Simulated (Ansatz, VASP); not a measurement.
HfN in VASP and in Ansatz

File INCAR:

```
PREC = Accurate
ENCUT = 520
EDIFF = 1E-7
ISMEAR = -1
SIGMA = 0.08
LREAL = F
LASPH = T
NELM = 60
ALGO = Normal
ISIF = 2
LWAVE = F
LCHARG = F
GGA = PE
NBANDS = 14
```

File KPOINTS:

```
Automatic mesh
0
Gamma
  14 14 14
```

File POSCAR:

```
HfN
1.0
    0.0000000000      2.4579025457      2.4579025457
    2.4579025457      0.0000000000      2.4579025457
    2.4579025457      2.4579025457      0.0000000000
Hf N
1 1
Direct
    0.0000000000      0.0000000000      0.0000000000
    0.2500000000      0.2500000000      0.2500000000
```

Input for Ansatz:

```yaml
crystal:
  lattice:
    - [0.0, 2.4579025457, 2.4579025457]
    - [2.4579025457, 0.0, 2.4579025457]
    - [2.4579025457, 2.4579025457, 0.0]
  atoms:
    - { symbol: Hf, position: [0.0, 0.0, 0.0] }
    - { symbol: "N", position: [0.25, 0.25, 0.25] }
kpoints:
  mp_grid: { grid: [14, 14, 14] }
scf:
  occupations: { method: fermi_dirac, width: 0.08 }
hamiltonian:
  xc: pbe
  pseudopotentials: { kind: nc }
output:
  forces: true
  stress: true
  eigenvalues: true
```

Change from the starting cell: volume scaled by 1, norm-conserving files.

Alike in both runs: task single point; functional PBE; k mesh 14 × 14 × 14; occupations fermi-dirac, width 0.08 eV; no spin polarisation.

|  | VASP | Ansatz |
| --- | --- | --- |
| version | VASP 6.6.1 | Ansatz 0.2.0 |
| potentials or method | VASP PAW PBE potentials, release 64 (Hf_pv, N) | norm-conserving pseudopotentials, scalar-relativistic |
| plane-wave cutoff (eV) | 520 | 1240 |
| valence electrons in the cell | 15 | 31 |

```tsv
	VASP	Ansatz	Ansatz less VASP
pressure (GPa)	-1.1	0.2	+1.22
```

VASP's potentials hold 15 valence electrons a cell and Ansatz's 31, so a difference there can come from the potentials and not from the codes.

Neither program's run includes spin-orbit coupling.
